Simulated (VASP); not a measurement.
A run of VASP 6.6.1 is set up as follows.

INCAR

```
SYSTEM = Fe
PREC = Accurate
ENCUT = 690
EDIFF = 1E-6
ISMEAR = -1
SIGMA = 0.1
LREAL = .FALSE.
LASPH = .TRUE.
NELM = 120
ALGO = Normal
ISIF = 2
LWAVE = .FALSE.
LCHARG = .TRUE.
GGA = RE
LELF = .TRUE.
LVHAR = .TRUE.
NBANDS = 23
GGA_COMPAT = .FALSE.
```

The input KPOINTS:

```
regular mesh
0
G
  13 13 13
  0 0 0
```

The input POSCAR:

```
Fe
1.0
    0.0000000000      2.3503803785      2.3503803785
    2.3503803785      0.0000000000      2.3503803785
    2.3503803785      2.3503803785      0.0000000000
Fe
2
Direct
    0.1250000000      0.1250000000      0.1250000000
    0.8750000000      0.8750000000      0.8750000000
```

Potentials or basis: VASP PAW PBE potentials, release 64 (Fe_sv).

Command:

```console
$ cat potpaw_PBE.64/Fe_sv/POTCAR > POTCAR
$ mpirun -np 1 vasp_std > vasp.out
```

Q: Predict the pressure.

A: 23.5 GPa.

Q: Predict the band gap on the k mesh.

A: Zero (bands 16 and 17 overlap by 0.90 eV).

Caveat: the cell stands under pressure; the PAW data sets were made with another functional, which shifts forces and pressure a little; the run has no spin polarisation, though such a crystal can be magnetic. Spin polarisation is off, so any magnetic state and its effect on volume and gap are missing.
